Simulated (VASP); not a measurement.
A run of VASP 6.6.1 is set up as follows.

The input INCAR:

```
PREC     = Accurate       # precision mode
ENCUT    = 520            # plane-wave cutoff, eV
EDIFF    = 1E-7           # SCF threshold, eV
ISMEAR   = -1             # smearing method
SIGMA    = 0.1            # smearing width, eV
LREAL    = False          # projectors in reciprocal space
LASPH    = True           # aspherical terms in the spheres
NELM     = 100            # most SCF steps
ALGO     = Normal         # electronic algorithm
ISIF     = 2              # what is computed and relaxed
LWAVE    = False          # write WAVECAR
LCHARG   = False          # write CHGCAR
GGA      = PE             # functional
NBANDS   = 11             # bands
```

KPOINTS

```
regular mesh
0
Gamma
  16 16 16
```

File POSCAR:

```
SiC
1.0
    0.0000000000      1.9301095305      1.9301095305
    1.9301095305      0.0000000000      1.9301095305
    1.9301095305      1.9301095305      0.0000000000
Si C
1 1
Direct
    0.0000000000      0.0000000000      0.0000000000
    0.5000000000      0.5000000000      0.5000000000
```

Potentials or basis: VASP PAW PBE potentials, release 64 (Si, C).

Launch:

```console
$ cat potpaw_PBE.64/Si/POTCAR potpaw_PBE.64/C/POTCAR > POTCAR
$ mpirun -np 1 vasp_std > vasp.out
```

Problem. Estimate the pressure.

Solution. 51.0 GPa.
